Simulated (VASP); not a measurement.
# ZnS: single point with PBE

Crystal: ZnS.

```
Zn S
1.0
     0.00000    2.72118    2.72118
     2.72118    0.00000    2.72118
     2.72118    2.72118    0.00000
Zn S
1 1
Direct
  0.00000 0.00000 0.00000
  0.25000 0.25000 0.25000
```

| Item | Value |
| --- | --- |
| Program | VASP 6.6.1 |
| Task | single point |
| Functional | PBE |
| Potentials or basis | VASP PAW PBE potentials, release 64 (Zn, S) |
| Cutoff | 520 eV |
| k mesh | 8 × 8 × 8 |
| Occupations | gaussian, width 0.02 eV |
| Spin | no spin polarisation |

```json
{"Pressure": "0.2 GPa", "Band gap on the k mesh": "2.02 eV, direct"}
```

Levels at points of the mesh, in eV from the valence-band top:
```
           k point  band 7  band 8  band 9  band 10  band 11  band 12
(0.00, 0.00, 0.00)    0.00    0.00    0.00     2.02     6.41     6.41
(0.50, 0.00, 0.00)   -5.15   -0.84   -0.84     3.27     6.94     6.94
(0.50, 0.50, 0.00)   -4.48   -2.14   -2.14     3.45     4.07    10.83
```

Wall time 8.4 s on 1 thread of Intel(R) Xeon(R) 6975P-C (Granite Rapids), on a shared host, peak memory 0.17 GiB.

As with any semilocal functional, this PBE gap is likely too small.
